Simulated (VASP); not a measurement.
A run of VASP 6.6.1:

Contents of INCAR:

```
SYSTEM = As
PREC = Accurate
ENCUT = 520
EDIFF = 1E-8
ISMEAR = -1
SIGMA = 0.05
LREAL = .False.
LASPH = .True.
NELM = 60
ALGO = Normal
ISIF = 2
LWAVE = .False.
LCHARG = .False.
GGA = CA
LEFG = .True.
NBANDS = 12
```

KPOINTS

```
regular mesh
0
Gamma
  9 9 9
  0 0 0
```

Contents of POSCAR:

```
As
1.0
    0.0000000000      2.8744485395      2.8744485395
    2.8744485395      0.0000000000      2.8744485395
    2.8744485395      2.8744485395      0.0000000000
As
2
Direct
   -0.1475000000     -0.1175000000     -0.1175000000
    0.1475000000      0.1175000000      0.1175000000
```

Potentials or basis: VASP PAW LDA potentials, release 64 (As).

Run with:

```console
$ cat potpaw_LDA.64/As/POTCAR > POTCAR
$ mpirun -np 1 vasp_std > vasp.out
```

Hardware: 1 thread of Intel(R) Xeon(R) Platinum 8259CL CPU @ 2.50GHz (Skylake/Cascade Lake), on a shared host.

Q: How long does it take, and how much memory?

A: Run time: 41 s on 1 thread of Intel(R) Xeon(R) Platinum 8259CL CPU @ 2.50GHz (Skylake/Cascade Lake) (shared host), peak memory 0.16 GiB. Counts: scf iterations 13, k points 85.
